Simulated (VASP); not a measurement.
KYTe3:

```
K Y Te
1.0
     5.09000    0.00000    0.00000
     0.00000    5.09000    0.00000
     0.00000    0.00000    5.09000
K Y Te
1 1 3
Direct
  0.00000 0.00000 0.00000
  0.50000 0.50000 0.50000
  0.50000 0.50000 0.00000
  0.00000 0.50000 0.50000
  0.50000 0.00000 0.50000
```

```yaml
Program: VASP 6.6.1
Task: relaxation of cell and atoms
Functional: r2SCAN
Potentials_or_basis: VASP PAW PBE potentials, release 64 (K_sv, Y_sv, Te)
Cutoff: 600 eV
k_mesh: 5 × 5 × 5
Occupations: fermi-dirac, width 0.02 eV
Spin: no spin polarisation
```

At the start: pressure 32.9 GPa; volume 26.37 Å³/atom.

Where does the relaxation end?

Over 5 steps the energy falls by 1063.4 meV/atom and the volume is 41.60 Å³/atom (+57.7 %); space group Pm-3m (No. 221, to 0.05 Å).

The path:
| step | energy change (eV) | largest force (eV/Å) | pressure (GPa) | volume (Å³) |
| --- | --- | --- | --- | --- |
| 1 | 0.0000 | 0.0000 | 32.87 | 131.87 |
| 2 | -4.4234 | 0.0000 | -4.11 | 264.44 |
| 3 | -5.3144 | 0.0000 | 0.37 | 205.47 |
| 4 | -5.3167 | 0.0000 | -0.14 | 209.01 |
| 5 | -5.3172 | 0.0000 | 0.00 | 208.00 |

Final structure:
```
K Y Te
1.0
     5.92504    0.00000    0.00000
     0.00000    5.92504    0.00000
     0.00000    0.00000    5.92504
K Y Te
1 1 3
Direct
  0.00000 0.00000 0.00000
  0.50000 0.50000 0.50000
  0.50000 0.50000 0.00000
  0.00000 0.50000 0.50000
  0.50000 0.00000 0.50000
```

Caveat: the volume moved by over 15 % at a fixed basis, so the end points are rough; the PAW data sets were made with another functional, which shifts forces and pressure a little.
